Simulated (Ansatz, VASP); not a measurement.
MnO2: VASP beside Ansatz

The input INCAR:

```
  PREC = Accurate
  ENCUT = 520
  EDIFF = 1E-7
  ISMEAR = -1
  SIGMA = 0.05
  LREAL = False
  LASPH = True
  NELM = 150
  ALGO = Normal
  ISIF = 2
  LWAVE = False
  LCHARG = False
  ISPIN = 2
  MAGMOM = 4 0 0
  LORBIT = 11
  LMAXMIX = 4
  GGA = PS
  NBANDS = 24
```

KPOINTS

```
Automatic mesh
0
Gamma
  11 11 11
```

POSCAR

```
MnO2
1.0
    1.4472321903      0.8355598946      4.6442533328
   -1.4472321903      0.8355598946      4.6442533328
    0.0000000000     -1.6711197893      4.6442533328
Mn O
1 2
Direct
    0.0000000000      0.0000000000      0.0000000000
    0.7356355100      0.7356355100      0.7356355100
    0.2643644900      0.2643644900      0.2643644900
```

The input input.yaml:

```yaml
crystal:
  lattice:
    - [1.4472321903, 0.8355598946, 4.6442533328]
    - [-1.4472321903, 0.8355598946, 4.6442533328]
    - [0.0, -1.6711197893, 4.6442533328]
  atoms:
    - { symbol: Mn, position: [0.0, 0.0, 0.0], spin: 4.0 }
    - { symbol: O, position: [0.73563551, 0.73563551, 0.73563551] }
    - { symbol: O, position: [0.26436449, 0.26436449, 0.26436449] }
kpoints:
  mp_grid: { grid: [11, 11, 11] }
scf:
  occupations: { method: fermi_dirac, width: 0.05 }
hamiltonian:
  xc: pbesol
  pseudopotentials: { kind: all_electron, lapw: { basis_error: 0.001 } }
magnetization:
  spin_polarized: true
output:
  forces: true
  stress: true
  eigenvalues: true
```

Change from the starting cell: volume scaled by 1.04.

Alike in both runs: task single point; functional PBEsol; k mesh 11 × 11 × 11; occupations fermi-dirac, width 0.05 eV; collinear spin.

|  | VASP | Ansatz |
| --- | --- | --- |
| version | VASP 6.6.1 | Ansatz 0.2.0 |
| potentials or method | VASP PAW PBE potentials, release 64 (Mn_pv, O), cutoff 520 eV | all-electron LAPW, scalar-relativistic |

|  | VASP | Ansatz | Ansatz less VASP |
| --- | --- | --- | --- |
| gap on the k mesh at the Fermi level (eV) | 0.87 | 0.92 | +0.050 |
| least direct gap on the mesh (eV) | 0.95 | 1.00 | +0.050 |
| pressure (GPa) | -8.2 | -9.0 | -0.84 |
| traceless stress, the component that is largest in VASP (GPa) | 3.05 | 3.42 | +0.374 |
| rms of the force components (eV/Å) | 0.287 | 0.321 | +0.0348 |
| net moment per atom (μB) | 1.00 | 1.00 | 0.000 |
| size of the moment on the site where the two differ most (μB) | 2.88 | 2.77 | -0.108 |

VASP's potentials were made for PBE, not for PBEsol. Site moments also hang on the region over which each program counts them. Atom by atom the forces differ by 0.035 eV/Å (rms over components). Ansatz ran all-electron here, and VASP with PAW potentials.
